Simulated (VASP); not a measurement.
# Cu3N (Pm-3m) in VASP: settings compared, part 3 of 4

VASP 6.6.1. The steps go on from the part before.

### 4 Relaxation of cell and atoms, PBEsol

This run uses another cell than the first one, of 13.79 Å³/atom.

Contents of INCAR:

```
PREC = Accurate
ENCUT = 600
EDIFF = 1E-7
ISMEAR = -1
SIGMA = 0.1
LREAL = False
LASPH = True
NELM = 120
ALGO = Normal
ISIF = 3
LWAVE = False
LCHARG = False
GGA = PS
IBRION = 2
NSW = 80
EDIFFG = -0.01
GGA_COMPAT = False
NELMIN = 4
```

Contents of KPOINTS:

```
regular mesh
0
Gamma
  8 8 8
```

Contents of POSCAR:

```
Cu3N
1.0
    3.8070000000      0.0000000000      0.0000000000
    0.0000000000      3.8070000000      0.0000000000
    0.0000000000      0.0000000000      3.8070000000
Cu N
3 1
Direct
    0.5000000000      0.0000000000      0.0000000000
    0.0000000000      0.5000000000      0.0000000000
    0.0000000000      0.0000000000      0.5000000000
    0.0000000000      0.0000000000      0.0000000000
```

Potentials or basis: VASP PAW PBE potentials, release 64 (Cu, N).

Run with:

```console
$ cat potpaw_PBE.64/Cu/POTCAR potpaw_PBE.64/N/POTCAR > POTCAR
$ mpirun -np 1 vasp_std > vasp.out
```

OUTCAR:

```text
PREC = Accurate
   ENCUT = 600
   EDIFF = 1E-7
   ISMEAR = -1
   LREAL = False
   LASPH = True
   NELM = 120
   ISIF = 3
   GGA = PS
   IBRION = 2
   NSW = 80
   EDIFFG = -0.01
   NELMIN = 4

 ion  position               nearest neighbor table
   1  0.500  0.000  0.000-   4 1.90   4 1.90   2 2.69   3 2.69   2 2.69   2 2.69   3 2.69   3 2.69
                             3 2.69   2 2.69
   2  0.000  0.500  0.000-   4 1.90   4 1.90   1 2.69   3 2.69   1 2.69   3 2.69   3 2.69   3 2.69
                             1 2.69   1 2.69
   3  0.000  0.000  0.500-   4 1.90   4 1.90   1 2.69   1 2.69   2 2.69   2 2.69   2 2.69   2 2.69
                             1 2.69   1 2.69
   4  0.000  0.000  0.000-   1 1.90   2 1.90   3 1.90   3 1.90   2 1.90   1 1.90

  LATTYP: Found a simple cubic cell.
 ALAT       =     3.8070000000

  Lattice vectors:

 A1 = (   3.8070000000,   0.0000000000,   0.0000000000)
 A2 = (   0.0000000000,   3.8070000000,   0.0000000000)
 A3 = (   0.0000000000,   0.0000000000,   3.8070000000)

Analysis of symmetry for initial positions (statically):
=====================================================================
 Subroutine PRICEL returns:
 Original cell was already a primitive cell.

 Routine SETGRP: Setting up the symmetry group for a
 simple cubic supercell.

 Subroutine GETGRP returns: Found 48 space group operations
 (whereof 48 operations were pure point group operations)
 out of a pool of 48 trial point group operations.

The static configuration has the point symmetry O_h .

Analysis of symmetry for dynamics (positions and initial velocities):
=====================================================================
 Subroutine PRICEL returns:
 Original cell was already a primitive cell.

 Routine SETGRP: Setting up the symmetry group for a
 simple cubic supercell.

 Subroutine GETGRP returns: Found 48 space group operations
 (whereof 48 operations were pure point group operations)
 out of a pool of 48 trial point group operations.

The dynamic configuration has the point symmetry O_h .

 Subroutine INISYM returns: Found 48 space group operations
 (whereof 48 operations are pure point group operations),
 and found     1 'primitive' translations

----------------------------------------------------------------------------------------

                                     Primitive cell

  volume of cell :      55.1758

  direct lattice vectors                    reciprocal lattice vectors
     3.807000000  0.000000000  0.000000000     0.262674022  0.000000000  0.000000000
     0.000000000  3.807000000  0.000000000     0.000000000  0.262674022  0.000000000
     0.000000000  0.000000000  3.807000000     0.000000000  0.000000000  0.262674022

  length of vectors
     3.807000000  3.807000000  3.807000000     0.262674022  0.262674022  0.262674022

  position of ions in fractional coordinates (direct lattice)
     0.500000000  0.000000000  0.000000000
     0.000000000  0.500000000  0.000000000
     0.000000000  0.000000000  0.500000000
     0.000000000  0.000000000  0.000000000

  ion indices of the primitive-cell ions
   primitive index   ion index
[... 28 lines left out ...]

 Found     35 irreducible k-points:

 Following reciprocal coordinates:
            Coordinates               Weight
  0.000000  0.000000  0.000000      1.000000
  0.125000  0.000000  0.000000      6.000000
  0.250000  0.000000  0.000000      6.000000
  0.375000  0.000000  0.000000      6.000000
  0.500000  0.000000  0.000000      3.000000
  0.125000  0.125000  0.000000     12.000000
[... 16 lines left out ...]
  0.375000  0.375000  0.125000     24.000000
  0.500000  0.375000  0.125000     24.000000
 [... further k-points ...]
   k-points           NKPTS =     35   k-points in BZ     NKDIM =     35   number of bands    NBANDS=     23
   number of dos      NEDOS =    301   number of ions     NIONS =      4
   total plane-waves  NPLWV =  27000
   dimension x,y,z NGX =    30 NGY =   30 NGZ =   30
   dimension x,y,z NGXF=    60 NGYF=   60 NGZF=   60
   ions per type =               3   1
   NGX,Y,Z   is equivalent  to a cutoff of  13.10, 13.10, 13.10 a.u.
   NGXF,Y,Z  is equivalent  to a cutoff of  26.20, 26.20, 26.20 a.u.
 SYSTEM =  unknown system
   PREC   = accura    normal or accurate (medium, high low for compatibility)
   ISTART =      0    job   : 0-new  1-cont  2-samecut
   ICHARG =      2    charge: 1-file 2-atom 10-const
   ISPIN  =      1    spin polarized calculation?
   LNONCOLLINEAR =      F non collinear calculations
   LSORBIT =      F    spin-orbit coupling
   LASPH  =      T    aspherical Exc in radial PAW
   ENCUT  =  600.0 eV  44.10 Ry    6.64 a.u.   7.60  7.60  7.60*2*pi/ulx,y,z
   NELM   =    120;   NELMIN=  4; NELMDL= -5     # of ELM steps
   EDIFF  = 0.1E-06   stopping-criterion for ELM
   LREAL  =      F    real-space projection
   EDIFFG = -.1E-01   stopping-criterion for IOM
   NSW    =     80    number of steps for IOM
   IBRION =      2    ionic relax: 0-MD 1-quasi-New 2-CG
   NFREE  =      1    steps in history (QN), initial steepest desc. (CG)
   ISIF   =      3    stress and relaxation
   ISYM   =      2    0-nonsym 1-usesym 2-fastsym
   POTIM  = 0.5000    time-step for ionic-motion
   TEBEG  =    0.0;   TEEND  =   0.0 temperature during run
   PSTRESS=    0.0 pullay stress
   NELECT =      38.0000    total number of electrons
   NUPDOWN=      -1.0000    fix difference up-down
   EMIN   =  10.00;   EMAX   =-10.00  energy-range for DOS
   EFERMI =   0.00;   METHOD = LEGACY
   ISMEAR =    -1;   SIGMA  =   0.10  broadening in eV -4-tet -1-fermi 0-gaus
   EFERMI_NEDOS =   21; number of points for ismear=-14 and -15
   IALGO  =     38    algorithm
   IMIX   =      4    mixing-type and parameters
     AMIX     =   0.40;   BMIX     =  1.00
     AMIX_MAG =   1.60;   BMIX_MAG =  1.00
  volume/ion in A,a.u.               =      13.79        93.09
  Fermi-wavevector in a.u.,A,eV,Ry     =   1.445728  2.732029 28.437924  2.090128
  Thomas-Fermi vector in A             =   2.563877
   LORBIT       =      0    0 simple, 1 ext, 2 COOP (PROOUT), +10 PAW based schemes
   GGA     = PS    functional components
   LHFCALC =     F    Hartree Fock is set to
   AEXX    =    0.0000 exact exchange contribution
   IVDW    =     0    specifies the selected vdW correction
   LEPSILON=     F    determine dielectric tensor
   LRPA    =     F    only Hartree local field effects (RPA)
 conjugate gradient relaxation of ions
 non-spin polarized calculation
  energy-cutoff  :      600.00
  volume of cell :       55.18
 maximum number of plane-waves:      1856
   NGX = 15   NGY = 15   NGZ = 15

--------------------------------------- Ionic step        1  -------------------------------------------

 number of electron      37.9999955 magnetization

 Free energy of the ion-electron system (eV)
  ---------------------------------------------------
  ext. energy  EPLUGINS =         0.00000000
  ---------------------------------------------------
  free energy    TOTEN  =       -20.42558961 eV

  energy without entropy =      -20.41792907  energy(sigma->0) =      -20.42175934

------------------------ aborting loop because EDIFF is reached ----------------------------------------

  FORCE on cell =-STRESS in cart. coord.  units (eV):
  Direction    XX          YY          ZZ          XY          YZ          ZX
  --------------------------------------------------------------------------------------
  -------------------------------------------------------------------------------------
  Total       -1.2537507     -1.2537507     -1.2537507      0.0000000      0.0000000     -0.0000000
  in kB      -36.4060153    -36.4060153    -36.4060153      0.0000000      0.0000000     -0.0000000
  external PRESSURE =     -36.4060153 kB  Pullay stress =       0.0000000 kB
[... 63 lines left out ...]
--------------------------------------- Ionic step        3  -------------------------------------------

 number of electron      38.0000026 magnetization

 Free energy of the ion-electron system (eV)
  ---------------------------------------------------
  ext. energy  EPLUGINS =         0.00000000
  ---------------------------------------------------
  free energy    TOTEN  =       -20.44436588 eV

  energy without entropy =      -20.43515497  energy(sigma->0) =      -20.43976043

 E-fermi :   5.2135     XC(G=0): -11.1839

 val. band max:        5.1897512429   @ k =   0.5000   0.5000   0.0000
 cond. band min:       5.2544859413   @ k =   0.5000   0.5000   0.1250
 fundamental gap:      0.0647346984
 Fermi energy:         5.2135159530

 k-point     1 :       0.0000    0.0000    0.0000
  band No.  band energies     occupation
      1     -12.0093      2.00000
      2      -0.3679      2.00000
      3       0.1117      2.00000
      4       0.1117      2.00000
      5       0.1117      2.00000
      6       1.0505      2.00000
[... 613 lines left out ...]
     22       9.3708      0.00000
     23      10.1565      0.00000

 [... further k-points ...]
[... 5 lines left out ...]
  --------------------------------------------------------------------------------------
  -------------------------------------------------------------------------------------
  Total        0.0008393      0.0008393      0.0008393     -0.0000000     -0.0000000      0.0000000
  in kB        0.0251012      0.0251012      0.0251012     -0.0000000     -0.0000000      0.0000000
  external PRESSURE =       0.0251012 kB  Pullay stress =       0.0000000 kB
[... 19 lines left out ...]
  FREE ENERGIE OF THE ION-ELECTRON SYSTEM (eV)
  ---------------------------------------------------
  free  energy   TOTEN  =       -20.4443658847 eV

  energy  without entropy=      -20.4351549676  energy(sigma->0) =      -20.43976043

 reached required accuracy - stopping structural energy minimisation
```

OSZICAR:

```text
N       E                     dE             d eps       ncg     rms          rms(c)
DAV:   1     0.297256255881E+03    0.29726E+03   -0.19326E+04  1610   0.289E+03
DAV:   2     0.101792388755E+02   -0.28708E+03   -0.27969E+03  1610   0.427E+02
DAV:   3    -0.240352340161E+02   -0.34214E+02   -0.33120E+02  2363   0.181E+02
[... 33 lines left out ...]
DAV:   6    -0.204443534704E+02    0.33307E-03   -0.14836E-03  2734   0.427E-01    0.157E-02
DAV:   7    -0.204443644347E+02   -0.10964E-04   -0.12242E-04  2144   0.932E-02    0.865E-03
DAV:   8    -0.204443657509E+02   -0.13161E-05   -0.37900E-06  2443   0.271E-02    0.445E-03
DAV:   9    -0.204443658631E+02   -0.11221E-06   -0.73652E-07  2054   0.121E-02    0.120E-03
DAV:  10    -0.204443658847E+02   -0.21605E-07   -0.26841E-07  1398   0.387E-03
   3 F= -.20444366E+02 E0= -.20439760E+02  d E =-.187763E-01
```

Run time: 1.8 min. Hardware: 1 thread of Intel Xeon Platinum 8488C (Sapphire Rapids), shared host; peak memory 0.19 GiB.

What came out:

| Property | Result |
| --- | --- |
| Free energy | -20.4444 eV |
| Relaxed volume | 13.39 Å³/atom |
| Relaxed cell | a = 3.770 Å, b = 3.770 Å, c = 3.770 Å, α = 90.00°, β = 90.00°, γ = 90.00° |
| Space group after relaxing (to 0.1 Å) | Pm-3m (No. 221) |
| Energy gained by relaxing | 4.7 meV/atom |
| Ionic steps | 3 |
| Pressure after relaxing | 0.0 GPa |

The path:
| step | energy change (eV) | largest force (eV/Å) | pressure (GPa) | volume (Å³) |
| --- | --- | --- | --- | --- |
| 1 | 0.0000 | 0.0000 | -3.64 | 55.18 |
| 2 | -0.0130 | 0.0000 | 2.16 | 52.71 |
| 3 | -0.0188 | 0.0000 | 0.00 | 53.57 |

Final structure:
```cif
data_structure
_symmetry_space_group_name_H-M 'P 1'
_symmetry_Int_Tables_number 1
_cell_length_a 3.7697
_cell_length_b 3.7697
_cell_length_c 3.7697
_cell_angle_alpha 90.000
_cell_angle_beta 90.000
_cell_angle_gamma 90.000
_cell_volume 53.57
loop_
_atom_site_label
_atom_site_type_symbol
_atom_site_fract_x
_atom_site_fract_y
_atom_site_fract_z
_atom_site_occupancy
Cu1 Cu 0.50000 0.00000 0.00000 1
Cu2 Cu 0.00000 0.50000 0.00000 1
Cu3 Cu 0.00000 0.00000 0.50000 1
N1 N 0.00000 0.00000 0.00000 1
```

Levels at points of the mesh, in eV from the Fermi level:
| k point | band 15 | band 16 | band 17 | band 18 | band 19 | band 20 | band 21 | band 22 | band 23 |
| --- | --- | --- | --- | --- | --- | --- | --- | --- | --- |
| (0.00, 0.00, 0.00) | -2.54 | -1.99 | -1.99 | -1.99 | -1.94 | 1.00 | 5.31 | 5.31 | 6.54 |
| (0.50, 0.00, 0.00) | -2.53 | -2.36 | -1.99 | -1.57 | -1.57 | 1.57 | 3.26 | 6.88 | 7.16 |
| (0.50, 0.50, 0.00) | -2.62 | -2.31 | -1.20 | -1.20 | -0.81 | -0.02 | 3.60 | 4.81 | 4.81 |
| (0.50, 0.50, 0.50) | -2.03 | -2.03 | -0.08 | -0.08 | -0.08 | 0.58 | 0.58 | 0.58 | 5.99 |

Caveat: the PAW data sets were made with another functional, which shifts forces and pressure a little.

[end of part 3 of 4]
